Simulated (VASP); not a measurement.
Here is a VASP 6.6.1 calculation.

INCAR

```
ALGO = Normal
EDIFF = 1E-7
ENCUT = 520
GGA = PS
ISIF = 2
ISMEAR = -1
LASPH = T
LCHARG = F
LREAL = F
LWAVE = F
NBANDS = 12
NELM = 80
PREC = Accurate
SIGMA = 0.13605693000000002
```

KPOINTS

```
k-points
0
Gamma
  11 11 11
```

POSCAR

```
Y
1.0
    0.0000000000      2.4941998872      2.4941998872
    2.4941998872      0.0000000000      2.4941998872
    2.4941998872      2.4941998872      0.0000000000
Y
1
Direct
    0.0000000000      0.0000000000      0.0000000000
```

Potentials or basis: VASP PAW PBE potentials, release 64 (Y_sv).

Command:

```bash
$ cat potpaw_PBE.64/Y_sv/POTCAR > POTCAR
$ mpirun -np 1 vasp_std > vasp.out
```

**Question.** Estimate the pressure.

**Answer.** -0.1 GPa.

Caveat: the PAW data sets were made with another functional, which shifts forces and pressure a little.
